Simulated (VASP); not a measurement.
Sc, 3 atoms in the cell. It takes space group R-3m (No. 166, trigonal). The conventional cell has a = 5.146 Å, b = 5.146 Å, c = 3.124 Å, α = 90.00°, β = 90.00°, γ = 120.00°. Within 4.1 Å of Sc (site symmetry -3m) lie 14 Sc at 3.12 to 3.63 Å. This isn't the form of Sc at room conditions, which is hcp.

| Item | Value |
| --- | --- |
| Program | VASP 6.6.1 |
| Task | single point |
| Functional | PBEsol |
| Potentials or basis | VASP PAW PBE potentials, release 64 (Sc_sv) |
| Cutoff | 520 eV |
| k mesh | 6 × 6 × 4 |
| Occupations | gaussian, width 0.1 eV |
| Spin | no spin polarisation |
| Dipole correction | no |
| Further INCAR settings | ALGO = Normal; EDIFF = 1e-06; NBANDS = 24 |

Potentials or basis: VASP PAW PBE potentials, release 64 (Sc_sv).

The run is started by

```console
$ cat potpaw_PBE.64/Sc_sv/POTCAR > POTCAR
$ mpirun -np 1 vasp_std > vasp.out
```

Hardware: 1 thread of Intel(R) Xeon(R) 6975P-C (Granite Rapids) (shared host).

Question: Estimate the wall time of this run.

Answer: Run time: 14 s on 1 thread of Intel(R) Xeon(R) 6975P-C (Granite Rapids), with other jobs on the host, peak memory 0.19 GiB. Counts: scf iterations 12, k points 24.
